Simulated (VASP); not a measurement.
A run of VASP 6.6.1 is set up as follows.

INCAR

```
PREC     = Accurate       # precision mode
ENCUT    = 520            # plane-wave cutoff, eV
EDIFF    = 1E-6           # SCF threshold, eV
ISMEAR   = -1             # smearing method
SIGMA    = 0.02           # smearing width, eV
LREAL    = Auto         
LASPH    = True           # aspherical terms in the spheres
NELM     = 100            # most SCF steps
ALGO     = Normal         # electronic algorithm
ISIF     = 2              # what is computed and relaxed
LWAVE    = False          # write WAVECAR
LCHARG   = False          # write CHGCAR
GGA      = CA             # functional
NBANDS   = 154            # bands
```

File KPOINTS:

```
regular mesh
0
Gamma
  1 1 1
```

POSCAR

```
CF4
1.0
    8.9958830000      0.0000000000      0.0000000000
    0.0000000000      8.9958830000      0.0000000000
    0.0000000000      0.0000000000      8.9958830000
C F
8 32
Direct
    0.8774791758      0.4029065296      0.8251774729
    0.3445576160      0.3295285188      0.1280029987
    0.8635505820      0.8969214028      0.4657352702
    0.8480657207      0.4959490914      0.2553167932
    0.6327894660      0.9277354986      0.9756129554
    0.2128418077      0.1096390427      0.7094134061
    0.2088399771      0.7543673034      0.0655410925
    0.2600078280      0.6532654993      0.5855456324
    1.0042260443      0.4172464226      0.9092937291
    0.7756437028      0.3306846032      0.8984665541
    0.8219204274      0.5277747610      0.7847589836
    0.9038690254      0.3185457170      0.7065676599
    0.3899895096      0.4168573557      0.2362525168
    0.4343320161      0.3322631030      0.0096155097
    0.3365761871      0.1947224080      0.1828169619
    0.2143313780      0.3749048315      0.0884626890
    0.9260236044      0.8683305463      0.6066886375
    0.7810795227      1.0235793418      0.4776851811
    0.9728783711      0.9100273981      0.3681573004
    0.7799456707      0.7828803465      0.4300189320
    0.9461661518      0.5643136977      0.3338638353
    0.7284999149      0.4684698545      0.3300065152
    0.8263002087      0.5801431610      0.1350840157
    0.9078819722      0.3598201533      0.2131752936
    0.6577119778      0.9212547562      1.1221466531
    0.5082547205      0.8530791252      0.9320263503
    0.6169600027      1.0672104117      0.9509461161
    0.7550453913      0.8853272102      0.9051918528
    0.1409089024      0.1630857138      0.8214535471
    0.1356064769      0.0081926366      0.6303994839
    0.2436447873      0.2254920390      0.6234852098
    0.3335859304      0.0376283240      0.7593807078
    0.3093859713      0.8162956321      0.1474007610
    0.0759680845      0.7304785978      0.1206440769
    0.1975459218      0.8310357082     -0.0607722444
    0.2731471719      0.6257417977      0.0238331246
    0.3196462204      0.7795788362      0.6277649454
    0.2253364122      0.5746184116      0.7029771285
    0.1445661310      0.6790661906      0.4990282777
    0.3539619179      0.5780533162      0.5088772275
```

Potentials or basis: VASP PAW LDA potentials, release 64 (C, F).

Command:

```bash
$ cat potpaw_LDA.64/C/POTCAR potpaw_LDA.64/F/POTCAR > POTCAR
$ mpirun -np 1 vasp_gam > vasp.out
```

Q: Estimate the band gap on the k mesh.

A: 8.48 eV.

Q: Predict the largest force.

A: 3.313 eV/Å.

Q: Predict the pressure.

A: 1.0 GPa.

Stress tensor (GPa, compression positive):
```
 0.71  0.17 -0.74
 0.17  1.56 -0.28
-0.74 -0.28  0.66
```

Caveat: the k points lie up to 0.70 Å⁻¹ apart.
